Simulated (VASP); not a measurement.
Wanted: the native input for a VASP 6.6.1 run.

- Task: relaxation of cell and atoms
- Functional: PBE
- Potentials or basis: VASP PAW PBE potentials, release 64 (I)
- Cutoff: 600 eV
- k mesh: 5 × 5 × 8
- Occupations: fermi-dirac, width 0.05 eV
- Spin: no spin polarisation
- Dipole correction: no
- Further INCAR settings: ALGO = Normal; EDIFF = 1e-07; IBRION = 2; EDIFFG = -0.01; NSW = 80; ISIF = 3

The structure of I lies in POSCAR:

```
I
1.0
    2.5383465792     -3.7066249365      0.0000000000
    2.5383465792      3.7066249365      0.0000000000
   -1.6208748370      0.0000000000      2.3810977968
I
1
Direct
    0.5000000000      0.5000000000      0.5000000000
```

These files were run (other wordings do the same):

INCAR

```
SYSTEM = I
PREC = Accurate ; ENCUT = 600
EDIFF = 1E-7 ; ISMEAR = -1
SIGMA = 0.05 ; LREAL = .FALSE.
LASPH = .TRUE. ; NELM = 80
ALGO = Normal ; ISIF = 3
LWAVE = .FALSE. ; LCHARG = .FALSE.
GGA = PE ; IBRION = 2
NSW = 80 ; EDIFFG = -0.01
```

KPOINTS

```
regular mesh
0
G
  5 5 8
  0 0 0
```

Potentials or basis: VASP PAW PBE potentials, release 64 (I).

Launch:

```sh
$ cat potpaw_PBE.64/I/POTCAR > POTCAR
$ mpirun -np 1 vasp_std > vasp.out
```

It gave:

* Relaxed volume: 52.14 Å³/atom
* Relaxed cell: a = 5.199 Å, b = 5.199 Å, c = 2.951 Å, α = 106.96°, β = 106.96°, γ = 123.71°
* Space group after relaxing (to 0.1 Å): C2/m (No. 12)
* Energy gained by relaxing: 51.0 meV/atom
* Ionic steps: 34
* Pressure after relaxing: 0.0 GPa
* Band gap on the k mesh: zero (an odd number of electrons rules out a gap without spin polarisation)

Caveat: the volume moved by over 15 % at a fixed basis, so the end points are rough; spin-orbit coupling is left out, which moves the levels of the heavy elements; an odd number of electrons without spin polarisation forces a metal; a magnetic or distorted state may lie lower.

Run time: 5.5 min on 1 thread of AMD EPYC 9R45 96-Core Processor (Zen 5) (shared host), peak memory 0.17 GiB.
